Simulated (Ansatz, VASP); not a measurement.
Pb: VASP beside Ansatz

INCAR

```
PREC     = Accurate       # precision mode
ENCUT    = 520            # plane-wave cutoff, eV
EDIFF    = 1E-6           # SCF threshold, eV
ISMEAR   = -1             # smearing method
SIGMA    = 0.05           # smearing width, eV
LREAL    = F              # projectors in reciprocal space
LASPH    = T              # aspherical terms in the spheres
NELM     = 80             # most SCF steps
ALGO     = Fast           # electronic algorithm
ISIF     = 2              # what is computed and relaxed
LWAVE    = F              # write WAVECAR
LCHARG   = T              # write CHGCAR
GGA      = PS             # functional
LELF     = T              # ELF
LVHAR    = T            
NBANDS   = 21             # bands
```

File KPOINTS:

```
Automatic mesh
0
Gamma
  9 9 5
```

The input POSCAR:

```
Pb
1.0
    2.9765770244     -1.7145891186      0.0000000000
    2.9765770244      1.7145891186      0.0000000000
   -2.0722778132      0.0000000000      5.9707976096
Pb
2
Direct
    0.9085084100      0.9085084100      0.7262922000
    0.0914915900      0.0914915900      0.2737078000
```

input.yaml

```yaml
crystal:
  lattice:
    - [2.9765770244, -1.7145891186, 0.0]
    - [2.9765770244, 1.7145891186, 0.0]
    - [-2.0722778132, 0.0, 5.9707976096]
  atoms:
    - { symbol: Pb, position: [0.90850841, 0.90850841, 0.7262922] }
    - { symbol: Pb, position: [0.09149159, 0.09149159, 0.2737078] }
kpoints:
  mp_grid: { grid: [9, 9, 5] }
scf:
  occupations: { method: fermi_dirac, width: 0.05 }
hamiltonian:
  xc: pbesol
  pseudopotentials: { kind: all_electron, lapw: { basis_error: 0.0005 } }
output:
  forces: true
  stress: true
  eigenvalues: true
```

Change from the starting cell: volume scaled by 0.94.

Alike in both runs: task single point; functional PBEsol; k mesh 9 × 9 × 5; occupations fermi-dirac, width 0.05 eV; no spin polarisation.

|  | VASP | Ansatz |
| --- | --- | --- |
| version | VASP 6.6.1 | Ansatz 0.2.0 |
| potentials or method | VASP PAW PBE potentials, release 64 (Pb_d), cutoff 520 eV | all-electron LAPW, scalar-relativistic |

Ansatz gave:

```
gap on the k mesh at the Fermi level (eV)                     : none
pressure (GPa)                                                : 0.9
traceless stress, the component that is largest in VASP (GPa) : 0.08
rms of the force components (eV/Å)                            : 0.021
```

Problem. Which values does VASP return?

Solution. gap on the k mesh at the Fermi level (eV): none; pressure (GPa): 0.8; traceless stress, the component that is largest in VASP (GPa): 0.07; rms of the force components (eV/Å): 0.021.

VASP's potentials were made for PBE, not for PBEsol. Atom by atom the forces differ by 0.001 eV/Å (rms over components). A gap of «none» marks a metal or a gap that the smearing closes. Ansatz ran all-electron here, and VASP with PAW potentials.

Neither program's run includes spin-orbit coupling.
